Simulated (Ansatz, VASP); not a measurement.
# Sn2PdSe5 in VASP and in Ansatz

File INCAR:

```
PREC = Accurate ; ENCUT = 500
EDIFF = 1E-7 ; ISMEAR = 0
SIGMA = 0.15 ; LREAL = F
LASPH = T ; NELM = 120
ALGO = Normal ; ISIF = 3
LWAVE = F ; LCHARG = F
GGA = PE ; IBRION = 2
NSW = 36 ; EDIFFG = -0.08
GGA_COMPAT = F ; NELMIN = 4
```

KPOINTS

```
Automatic mesh
0
Gamma
  2 2 2
```

The input POSCAR:

```
Sn2PdSe5
1.0
    7.0734040800      0.0000000000      0.0000000000
   -3.5367020400      6.1257476300      0.0000000000
    0.0000000000      0.0000000000      5.4615793200
Sn Pd Se
2 1 5
Direct
    0.3333333300      0.6666666700      0.5000000000
    0.6666666700      0.3333333300      0.5000000000
    0.0000000000      0.0000000000      0.5000000000
    0.5000000000      0.0000000000      0.5000000000
    0.0000000000      0.5000000000      0.5000000000
    0.5000000000      0.5000000000      0.5000000000
    0.3333333300      0.6666666700      0.0000000000
    0.6666666700      0.3333333300      0.0000000000
```

Input for Ansatz:

```yaml
crystal:
  lattice:
    - [7.07340408, 0.0, 0.0]
    - [-3.53670204, 6.12574763, 0.0]
    - [0.0, 0.0, 5.46157932]
  atoms:
    - { symbol: Sn, position: [0.33333333, 0.66666667, 0.5] }
    - { symbol: Sn, position: [0.66666667, 0.33333333, 0.5] }
    - { symbol: Pd, position: [0.0, 0.0, 0.5] }
    - { symbol: Se, position: [0.5, 0.0, 0.5] }
    - { symbol: Se, position: [0.0, 0.5, 0.5] }
    - { symbol: Se, position: [0.5, 0.5, 0.5] }
    - { symbol: Se, position: [0.33333333, 0.66666667, 0.0] }
    - { symbol: Se, position: [0.66666667, 0.33333333, 0.0] }
basis:
  ecutwfc: 420
kpoints:
  mp_grid: { grid: [2, 2, 2] }
hamiltonian:
  xc: pbe
scf:
  occupations: { method: gaussian, width: 0.15 }
  lower_state_search: "off"
output:
  forces: true
  stress: true
  eigenvalues: true
relax:
  adjacent_minimum: "off"
  f_tol: 0.08
  max_steps: 16
  cell: { stress_tol: 0.8 }
```

Alike in both runs: task relaxation of cell and atoms; functional PBE; k mesh 2 × 2 × 2; occupations gaussian, width 0.15 eV; no spin polarisation.

|  | VASP | Ansatz |
| --- | --- | --- |
| version | VASP 6.6.1 | Ansatz 0.2.0 |
| potentials or method | VASP PAW PBE potentials, release 64 (Sn_d, Pd, Se), cutoff 500 eV | scalar-relativistic, plane waves, PAW |
| valence electrons in the cell | 68 | 126 |

Ansatz gave:

- gap on the k mesh at the Fermi level, each at its own relaxed structure (eV): none
- relaxed volume (Å³/atom): 46.98
- relaxed cell length with the largest relative difference (Å): 9.079

**Question.** Which values does VASP return?

**Answer.** gap on the k mesh at the Fermi level, each at its own relaxed structure (eV): none; relaxed volume (Å³/atom): 47.03; relaxed cell length with the largest relative difference (Å): 9.087.

A gap of «none» marks a metal or a gap that the smearing closes. VASP's potentials hold 68 valence electrons a cell and Ansatz's 126, so a difference there can come from the potentials and not from the codes.

The k mesh is coarse, so the values compare programs but aren't converged. Noted on VASP's run: the volume moved by over 15 % at a fixed basis, so the end points are rough.
